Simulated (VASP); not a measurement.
MgF2 (Sellaite):

```xyz
6
Lattice="4.6250 0.0000 0.0000 0.0000 4.6250 0.0000 0.0000 0.0000 3.0520" Properties=species:S:1:pos:R:3 pbc="T T T"
Mg    0.0000    0.0000    0.0000
Mg    2.3125    2.3125    1.5260
F     1.4014    1.4014    0.0000
F     0.9111    3.7139    1.5260
F     3.2236    3.2236    0.0000
F     3.7139    0.9111    1.5260
```

| Property | Result |
| --- | --- |
| Program | VASP 6.6.1 |
| Task | relaxation of volume and atoms at fixed shape |
| Functional | PBE |
| Potentials or basis | VASP PAW PBE potentials, release 64 (Mg, F) |
| Cutoff | 600 eV |
| k mesh | 4 × 4 × 7 |
| Occupations | gaussian, width 0.01 eV |
| Spin | no spin polarisation |

At the start: pressure 3.5 GPa; volume 10.88 Å³/atom.

Task: How do energy, volume and symmetry change on relaxing?

Result: Over 4 steps the energy falls by 4.0 meV/atom and the volume is 11.26 Å³/atom (+3.5 %); space group P4_2/mnm (No. 136, to 0.05 Å).

Step by step:
```
step  energy change (eV)  largest force (eV/Å)  pressure (GPa)  volume (Å³)
   1              0.0000                0.0219            3.50        65.28
   2             -0.0238                0.0386           -0.02        67.55
   3             -0.0238                0.0380            0.01        67.53
   4             -0.0240                0.0192            0.00        67.55
```

Final structure:
```
CELL_PARAMETERS angstrom
4.67792 0.00000 0.00000
0.00000 4.67792 0.00000
0.00000 0.00000 3.08692
ATOMIC_POSITIONS crystal
Mg 0.00000 0.00000 0.00000
Mg 0.50000 0.50000 0.50000
F 0.30312 0.30312 0.00000
F 0.19688 0.80312 0.50000
F 0.69688 0.69688 0.00000
F 0.80312 0.19688 0.50000
```
